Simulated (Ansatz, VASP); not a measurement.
## One calculation of Ru, two programs

```
Ru
1.0
     2.72374    0.00000    0.00000
    -1.36187    2.35883    0.00000
     0.00000    0.00000    4.28580
Ru
2
Cartesian
  0.0000 1.5726 1.0714
  1.3619 0.7863 3.2143
```

Alike in both runs: functional PBE; k mesh 13 × 13 × 8; occupations fermi-dirac, width 0.05 eV; collinear spin.

Ansatz relaxed the structure, and its values are those at the end. VASP's run is a single point on that final structure, the one shown.

|  | VASP | Ansatz |
| --- | --- | --- |
| version | VASP 6.6.1 | Ansatz 0.2.0 |
| potentials or method | VASP PAW PBE potentials, release 64 (Ru_pv), cutoff 500 eV | plane waves (420 eV) with PAW (set soft_1), scalar-relativistic |
| valence electrons in the cell | 28 | 32 |

```tsv
	VASP	Ansatz	Ansatz less VASP
pressure (GPa)	-0.1	0.0	+0.07
net moment per atom (μB)	0.00	0.00	0.000
```

VASP's potentials hold 28 valence electrons a cell and Ansatz's 32, so a difference there can come from the potentials and not from the codes. Ansatz's warnings: seeded moment not kept.
